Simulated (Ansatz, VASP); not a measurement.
Two plane-wave programs on LiNbO3

```
Li Nb O
1.0
     2.67907    1.54676    4.52353
    -2.67907    1.54676    4.52353
     0.00000   -3.09353    4.52353
Li Nb O
2 2 6
Direct
  0.28159 0.28159 0.28159
  0.78159 0.78159 0.78159
  0.00049 0.00049 0.00049
  0.50049 0.50049 0.50049
  0.11046 0.35803 0.72110
  0.72110 0.11046 0.35803
  0.35803 0.72110 0.11046
  0.22110 0.85803 0.61046
  0.85803 0.61046 0.22110
  0.61046 0.22110 0.85803
```

Alike in both runs: task single point; functional PBE; k mesh 6 × 6 × 6; occupations gaussian, width 0.05 eV; no spin polarisation.

|  | VASP | Ansatz |
| --- | --- | --- |
| version | VASP 6.6.1 | Ansatz 0.2.0 |
| potentials or method | VASP PAW PBE potentials, release 64 (Li_sv, Nb_sv, O), cutoff 520 eV | scalar-relativistic, plane waves, PAW |
| valence electrons in the cell | 68 | 68 |

|  | VASP | Ansatz | Ansatz less VASP |
| --- | --- | --- | --- |
| gap on the k mesh at the Fermi level (eV) | 3.32 | 3.33 | +0.014 |
| least direct gap on the mesh (eV) | 3.40 | 3.41 | +0.015 |
| rms of the force components (eV/Å) | 0.279 | 0.280 | +0.0011 |

Atom by atom the forces differ by 0.008 eV/Å (rms over components).

Noted on VASP's run: the cutoff is under 1.25 times that of the potentials, so the pressure is a little rough.
